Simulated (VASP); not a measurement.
Write the native input for VASP 6.6.1 that does the following.

| Item | Value |
| --- | --- |
| Task | single point |
| Functional | r2SCAN |
| Dispersion | rVV10 |
| Potentials or basis | VASP PAW PBE potentials, release 64 (Te, Mo_sv) |
| Cutoff | 320 eV |
| k mesh | 7 × 7 × 2 |
| Occupations | gaussian, width 0.03 eV |
| Spin | no spin polarisation |
| Tolerance level | tight |
| Purpose | levels |
| Further INCAR settings | ADDGRID = False; ALGO = Normal; EDIFF = 1e-06; NBANDS = 40 |

The structure of Te2Mo lies in POSCAR:

```
Te2Mo
1.0
    3.5182000000      0.0000000000      0.0000000000
   -1.7591000000      3.0468505756      0.0000000000
    0.0000000000      0.0000000000     13.9736000000
Te Mo
4 2
Direct
    0.6666666667      0.3333333333      0.3790000000
    0.3333333333      0.6666666667      0.8790000000
    0.6666666667      0.3333333333      0.1210000000
    0.3333333333      0.6666666667      0.6210000000
    0.6666666667      0.3333333333      0.7500000000
    0.3333333333      0.6666666667      0.2500000000
```

The input as run:

INCAR

```
  METAGGA = R2SCAN
  LUSE_VDW = T
  IVDW_NL = 2
  BPARAM = 11.95
  CPARAM = 0.0093
  ISMEAR = 0
  SIGMA = 0.03
  LWAVE = F
  LCHARG = F
  ISIF = 2
  PREC = Accurate
  LASPH = T
  LREAL = F
  ALGO = Normal
  EDIFF = 1E-6
  NELM = 120
  GGA_COMPAT = F
  ENCUT = 320
  EFERMI = MIDGAP
  LMIXTAU = T
  KPAR = 2
  NBANDS = 40
  ADDGRID = F
```

KPOINTS

```
Automatic mesh
0
Gamma
  7 7 2
  0 0 0
```

Potentials or basis: VASP PAW PBE potentials, release 64 (Te, Mo_sv).

Run with:

```sh
$ cat potpaw_PBE.64/Te/POTCAR potpaw_PBE.64/Mo_sv/POTCAR > POTCAR
$ mpirun -np 2 vasp_std > vasp.out
```

It gave:

```
Pressure               : 1.3 GPa
Largest force          : 0.008 eV/Å
Band gap on the k mesh : 0.93 eV (least direct gap 1.35 eV)
```

Caveat: the PAW data sets were made with another functional, which shifts forces and pressure a little; spin-orbit coupling is left out, which moves the levels of the heavy elements; an odd mesh through Γ misses points on the zone boundary, where band edges can lie.

It took 7.4 min on 2 MPI ranks on Intel(R) Xeon(R) Platinum 8259CL CPU @ 2.50GHz (Skylake/Cascade Lake), on a shared host, peak memory 0.41 GiB a rank.
